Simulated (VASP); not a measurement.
Here is a VASP 6.6.1 calculation.

File POSCAR:

```
Hf4S11
1.0
   -4.9826140663      3.5803629541     -0.0024953293
   -4.9824471750     -3.5801249344     -0.0022874855
   -1.1661775228     -0.0002356269      9.0183611324
Hf S
4 11
Direct
    0.7394097466      0.9783225232      0.6582421465
    0.2281677565      0.4895540081      0.6582515861
    0.2607897214      0.0110219592      0.3309534636
    0.7811892699      0.5314376205      0.3315110994
    0.4210518686      0.6529531747      0.1847449566
    0.9027294550      0.1712974691      0.1847381228
    0.5667353623      0.3168853343      0.8240629776
    0.0660856394      0.8162457026      0.8322515996
    0.0073033202      0.7575283741      0.4522136466
    0.4967227751      0.7470358146      0.5447437477
    0.9968547956      0.2469179788      0.5447528668
    0.3585285563      0.1086370369      0.8176080105
    0.8574024871      0.6075223867      0.8272255277
    0.6559045578      0.9239825805      0.1845134262
    0.1737147943      0.4061462423      0.1844985392
```

File INCAR.step1:

```
PREC = Accurate
ENCUT = 520
ISMEAR = 0
SIGMA = 0.1
LREAL = Auto
LASPH = True
NELM = 80
ISYM = 0
NBANDS = 66
GGA = PE
ALGO = Normal
EDIFF = 1E-4
LWAVE = True
LCHARG = False
```

The input INCAR.step2:

```
PREC = Accurate
ENCUT = 520
EDIFF = 1E-6
ISMEAR = 0
SIGMA = 0.1
LREAL = Auto
LASPH = True
NELM = 80
ALGO = Normal
ISIF = 2
LWAVE = False
LCHARG = False
METAGGA = R2SCAN
LMIXTAU = True
ISYM = 0
NBANDS = 66
ISTART = 1
```

The input KPOINTS:

```
Automatic mesh
0
Gamma
  2 2 2
  0.5 0.5 0.5
```

Potentials or basis: VASP PAW PBE potentials, release 64 (Hf_pv, S).

Command:

```console
$ cat potpaw_PBE.64/Hf_pv/POTCAR potpaw_PBE.64/S/POTCAR > POTCAR
$ cp INCAR.step1 INCAR
$ mpirun -np 1 vasp_std > vasp.out
$ cp INCAR.step2 INCAR
$ mpirun -np 1 vasp_std > vasp.out
```

Task: What does it give for the band gap on the k mesh?

Result: 0.01 eV (least direct gap 0.53 eV).

Task: Estimate the pressure.

Result: -0.8 GPa.

Task: What does it give for the largest force?

Result: 0.174 eV/Å.

Stress tensor (GPa, compression positive):
```
-0.80  0.00 -0.03
 0.00 -0.84  0.00
-0.03  0.00 -0.66
```

Caveat: the smearing spreads over this small gap; the PAW data sets were made with another functional, which shifts forces and pressure a little; spin-orbit coupling is left out, which moves the levels of the heavy elements; a shifted mesh leaves out Γ, where band edges can lie. A k mesh can miss the band edges.
